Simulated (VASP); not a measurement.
A run of VASP 6.6.1 is set up as follows.

Contents of INCAR:

```
SYSTEM = SrHg2Ge2
ALGO = Normal
EDIFF = 1E-7
ENCUT = 520
GGA = RP
ISIF = 2
ISMEAR = -1
LASPH = .True.
LCHARG = .False.
LREAL = .False.
LWAVE = .False.
NBANDS = 39
NELM = 100
PREC = Accurate
SIGMA = 0.1
```

KPOINTS

```
k-points
0
Gamma
  5 5 3
  0 0 0
```

Contents of POSCAR:

```
SrHg2Ge2
1.0
    2.2426220000      3.8843310000      0.0000000000
   -2.2426220000      3.8843310000      0.0000000000
    0.0000000000      0.0000000000      7.4503240000
Sr Hg Ge
1 2 2
Direct
    0.0000000000      0.0000000000      0.0000000000
    0.3333000000      0.3334000000      0.6308000000
    0.6667000000      0.6666000000      0.3692000000
    0.3333000000      0.3334000000      0.2508000000
    0.6667000000      0.6666000000      0.7492000000
```

Potentials or basis: VASP PAW PBE potentials, release 64 (Sr_sv, Hg, Ge_d).

Command:

```sh
$ cat potpaw_PBE.64/Sr_sv/POTCAR potpaw_PBE.64/Hg/POTCAR potpaw_PBE.64/Ge_d/POTCAR > POTCAR
$ mpirun -np 1 vasp_std > vasp.out
```

Estimate the pressure.

3.6 GPa.

Estimate the band gap on the k mesh.

zero (bands 31 and 32 overlap by 1.52 eV).

Predict the largest force.

0.255 eV/Å.

Stress tensor (GPa, compression positive):
```
3.86 0.00 0.00
0.00 3.86 0.00
0.00 0.00 2.97
```

Caveat: the cell stands under pressure; the PAW data sets were made with another functional, which shifts forces and pressure a little; spin-orbit coupling is left out, which moves the levels of the heavy elements.
